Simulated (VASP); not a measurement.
# LiF (Griceite) (Fm-3m) in VASP: settings compared, part 3 of 3

VASP 6.6.1.

### Step 6. G0W0 quasiparticle levels, HSE06

POSCAR

```
LiF
1.0
    0.0000000000      2.0140000000      2.0140000000
    2.0140000000      0.0000000000      2.0140000000
    2.0140000000      2.0140000000      0.0000000000
F Li
1 1
Direct
    0.5000000000      0.5000000000      0.5000000000
    0.0000000000      0.0000000000      0.0000000000
```

INCAR.step1

```
  PREC = Accurate
  ENCUT = 500
  EDIFF = 1E-5
  ISMEAR = 0
  SIGMA = 0.02
  LREAL = F
  LASPH = T
  NELM = 80
  ALGO = Normal
  ISIF = 2
  LWAVE = T
  LCHARG = F
  GGA = PE
```

INCAR.step2

```
  PREC = Accurate
  ENCUT = 500
  EDIFF = 1E-8
  ISMEAR = 0
  SIGMA = 0.01
  LREAL = F
  LASPH = T
  NELM = 80
  ALGO = Normal
  LWAVE = T
  LCHARG = F
  GGA = PE
  LHFCALC = T
  HFSCREEN = 0.2
  PRECFOCK = Normal
  ISTART = 1
```

INCAR.step3

```
  PREC = Accurate
  ENCUT = 500
  EDIFF = 1E-8
  ISMEAR = 0
  SIGMA = 0.01
  LREAL = F
  LASPH = T
  NELM = 1
  ALGO = Exact
  LWAVE = T
  LCHARG = F
  GGA = PE
  LHFCALC = T
  HFSCREEN = 0.2
  PRECFOCK = Normal
  ISTART = 1
  NBANDS = 52
  LOPTICS = T
```

INCAR.step4

```
  PREC = Accurate
  ENCUT = 500
  EDIFF = 1E-8
  ISMEAR = 0
  SIGMA = 0.01
  LREAL = F
  LASPH = T
  ALGO = EVGW0
  LWAVE = F
  LCHARG = F
  GGA = PE
  LHFCALC = T
  HFSCREEN = 0.2
  PRECFOCK = Fast
  ISTART = 1
  NELMGW = 1
  NBANDS = 52
  ENCUTGW = 120.0
  NOMEGA = 48
  NBANDSGW = 12
```

KPOINTS

```
regular mesh
0
Gamma
  6 6 6
```

Potentials or basis: VASP PAW PBE potentials, release 64 (F_GW, Li_GW).

Started as:

```
cat potpaw_PBE.64/F_GW/POTCAR potpaw_PBE.64/Li_GW/POTCAR > POTCAR
cp INCAR.step1 INCAR
mpirun -np 1 vasp_std > vasp.out
cp INCAR.step2 INCAR
mpirun -np 1 vasp_std > vasp.out
cp INCAR.step3 INCAR
mpirun -np 1 vasp_std > vasp.out
cp INCAR.step4 INCAR
mpirun -np 1 vasp_std > vasp.out
```

OUTCAR:

```text
PREC = Accurate
   ENCUT = 500
   EDIFF = 1E-8
   ISMEAR = 0
   LREAL = F
   LASPH = T
   GGA = PE
   LHFCALC = T
   HFSCREEN = 0.2
   PRECFOCK = Fast
   ISTART = 1
   NELMGW = 1
   ENCUTGW = 120.0

 ion  position               nearest neighbor table
[... 193 lines left out ...]
      2      -4.9332      -6.3795     -26.4324     -24.7220     -30.7025       0.8456       2.0000       0.0813
      3      -4.9332      -6.3795     -26.4324     -24.7220     -30.7025       0.8456       2.0000       0.0813
      4      -4.9332      -6.3795     -26.4324     -24.7220     -30.7025       0.8456       2.0000       0.0813
      5       6.4314       7.8694      -8.0064      -9.5940      -5.1701       0.9057       0.0000      -0.0550
      6      21.7542      23.7616      -4.9689      -7.2446      -1.4887       0.8821       0.0000      -0.1013
      7      21.7542      23.7616      -4.9689      -7.2446      -1.4887       0.8821       0.0000      -0.1013
      8      21.7542      23.7616      -4.9689      -7.2446      -1.4887       0.8821       0.0000      -0.1013
      9      21.9050      23.3320      -5.9091      -7.5123      -2.5293       0.8901       0.0000      -0.1045
     10      21.9050      23.3320      -5.9091      -7.5123      -2.5293       0.8901       0.0000      -0.1045
     11      21.9050      23.3320      -5.9091      -7.5123      -2.5293       0.8901       0.0000      -0.1045
     12      24.9063      25.6863      -4.9639      -5.8727      -1.0121       0.8583       0.0000      -0.2860
[... 228 lines left out ...]
      1     -25.8115     -27.8624     -29.4494     -26.7988     -37.4527       0.7737       2.0000       0.7726
      2      -7.6061      -9.4643     -23.3274     -21.1212     -27.3767       0.8423       2.0000       0.0950
      3      -6.5726      -8.2862     -24.4992     -22.4673     -28.6374       0.8434       2.0000       0.0897
      4      -5.8481      -7.4551     -25.4777     -23.5703     -29.7027       0.8425       2.0000       0.0853
      5      12.5255      14.6006      -9.8395     -12.1880      -7.0105       0.8836       0.0000      -0.0607
      6      12.9653      14.7031      -7.8650      -9.8111      -4.9280       0.8930       0.0000      -0.0609
      7      15.0284      16.7605      -6.0238      -7.9485      -2.8237       0.8999       0.0000      -0.0742
      8      17.1453      19.0592      -7.0714      -9.2268      -3.8437       0.8880       0.0000      -0.0745
      9      21.6724      23.3632      -5.9566      -7.8862      -2.4496       0.8763       0.0000      -0.1070
     10      29.3934      30.8853      -5.4872      -7.1830      -1.6646       0.8798       0.0000      -0.3393
     11      31.9276      33.9879      -7.6724      -9.9528      -3.7033       0.9035       0.0000      -0.6187
     12      36.1792      38.4394      -7.8951     -10.3737      -3.8441       0.9118       0.0000      -0.7890
```

OUTCAR.step1:

```text
PREC = Accurate
   ENCUT = 500
   EDIFF = 1E-5
   ISMEAR = 0
   LREAL = F
   LASPH = T
[... 386 lines left out ...]
 -----------------------------------------------------------------------------------
      2.01400      2.01400      2.01400         0.000000      0.000000      0.000000
      0.00000      0.00000      0.00000        -0.000000     -0.000000      0.000000
 -----------------------------------------------------------------------------------
    total drift:                               -0.000000     -0.000000      0.000000

  FREE ENERGIE OF THE ION-ELECTRON SYSTEM (eV)
  ---------------------------------------------------
  free  energy   TOTEN  =        -9.6156030829 eV

  energy  without entropy=       -9.6156030829  energy(sigma->0) =       -9.61560308
```

OUTCAR.step2:

```text
PREC = Accurate
   ENCUT = 500
   EDIFF = 1E-8
   ISMEAR = 0
   LREAL = F
   LASPH = T
[... 389 lines left out ...]
 -----------------------------------------------------------------------------------
      2.01400      2.01400      2.01400        -0.000000      0.000000     -0.000000
      0.00000      0.00000      0.00000         0.000000     -0.000000      0.000000
 -----------------------------------------------------------------------------------
    total drift:                               -0.000000     -0.000000     -0.000000

  FREE ENERGIE OF THE ION-ELECTRON SYSTEM (eV)
  ---------------------------------------------------
  free  energy   TOTEN  =       -11.3856249561 eV

  energy  without entropy=      -11.3856249561  energy(sigma->0) =      -11.38562496
```

It took 20 min on 1 thread of AMD EPYC 9R45 (Zen 5), shared host; peak memory 0.32 GiB.

Results:

| Quantity | Value |
| --- | --- |
| Band gap on the k mesh, mean-field level | 9.05 eV, direct |
| Quasiparticle gap | 14.25 eV |
| Least direct quasiparticle gap | 14.25 eV |

Levels at points of the mesh, in eV from the valence-band top:
```tsv
k point	band 1	band 2	band 3	band 4	band 5	band 6	band 7	band 8
(0.00, 0.00, 0.00)	-20.02	0.00	0.00	0.00	9.05	23.94	23.94	23.94
(0.50, 0.00, 0.00)	-19.54	-2.54	-0.24	-0.24	10.77	16.71	18.89	18.89
(0.50, 0.50, 0.00)	-19.29	-3.02	-1.00	-1.00	14.81	16.46	17.40	20.24
```

Caveat: the k points lie up to 0.45 Å⁻¹ apart; bands, screening cutoff and mesh are small and nothing is extrapolated, so the quasiparticle values aren't converged.

### Step 7. Overview

```csv
task,level,potentials or basis,cell,k mesh,cutoff (eV),smearing,grid for exact exchange (PRECFOCK),k mesh for the DOS,occupations for the DOS,GW scheme,GW iterations,gap on the mesh (eV)
electric field gradients,r2SCAN+D4,"VASP PAW PBE potentials, release 64 (F, Li_sv)","a = 2.848 Å, angles 60.0°, 2 atoms",11 × 11 × 11,520,methfessel-paxton 0.1 eV,-,-,-,-,-,10.27
electric field gradients,r2SCAN0,"VASP PAW PBE potentials, release 64 (F, Li_sv)","a = 2.810 Å, angles 60.0°, 2 atoms",6 × 6 × 6,520,gaussian 0.1 eV,Normal,-,-,-,-,13.33
density of states,PBEsol,"VASP PAW PBE potentials, release 64 (F, Li_sv)","a = 2.848 Å, angles 60.0°, 2 atoms",11 × 11 × 11,520,methfessel-paxton 0.15 eV,-,17 × 17 × 17,tetrahedron,-,-,-
dielectric tensor,PBEsol+D4,"VASP PAW PBE potentials, release 64 (F, Li_sv)","a = 2.848 Å, angles 60.0°, 2 atoms",11 × 11 × 11,520,gaussian 0.01 eV,-,-,-,-,-,8.92
G0W0 quasiparticle levels,HSE06,"VASP PAW PBE potentials, release 64 (F_GW, Li_GW)","a = 2.848 Å, angles 60.0°, 2 atoms",6 × 6 × 6,500,gaussian 0.01 eV,Fast,-,-,G0W0,1,-
```

Alike in all rows: no spin polarisation.

Caveats: some runs use coarse meshes; bands, screening cutoff and mesh are small and nothing is extrapolated, so the quasiparticle values aren't converged (some runs).

Total energies depend on the potentials used, so only differences within one code and one set of settings carry meaning.
